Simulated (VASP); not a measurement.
PbS: single point with PBEsol

System: PbS, a slab with vacuum.

```xyz
4
Lattice="2.9405 -2.9000 0.0000 2.9405 2.9000 0.0000 -1.0800 0.0000 11.3580" Properties=species:S:1:pos:R:3 pbc="T T T"
Pb    3.8740    0.0000    7.2280
Pb    0.9270    0.0000    4.1300
S     0.9319    0.0000    6.7989
S     3.8690    0.0000    4.5591
```

This cell differs from its parent crystal: zz strain of -3 %.

```json
{
 "Program": "VASP 6.6.1",
 "Task": "single point",
 "Functional": "PBEsol",
 "Potentials or basis": "VASP PAW PBE potentials, release 64 (Pb_d, S)",
 "Cutoff": "520 eV",
 "k mesh": "7 × 7 × 3",
 "Occupations": "fermi-dirac, width 0.01 eV",
 "Spin": "no spin polarisation",
 "Dipole correction": "no",
 "Further INCAR settings": "ALGO = Normal; EDIFF = 1e-06; NBANDS = 28"
}
```

- Largest force: 0.316 eV/Å
- Band gap on the k mesh: 1.43 eV

Forces on the atoms (eV/Å):
```
Pb  -0.001  0.000 -0.316
Pb   0.001  0.000  0.316
S   -0.004  0.000  0.079
S    0.004  0.000 -0.079
```

Levels at points of the mesh, in eV from the valence-band top:
```csv
k point,band 17,band 18,band 19,band 20,band 21,band 22,band 23,band 24
"(0.00, 0.00, 0.00)",-2.56,-1.43,-1.32,0.00,1.55,3.26,4.75,5.07
```

It took 5 min on 1 thread of Intel Xeon 8259CL (shared host), peak memory 0.41 GiB.

Caveat: the cell differs from its parent crystal (zz strain of -3 %); the PAW data sets were made with another functional, which shifts forces and pressure a little; spin-orbit coupling is left out, which moves the levels of the heavy elements.
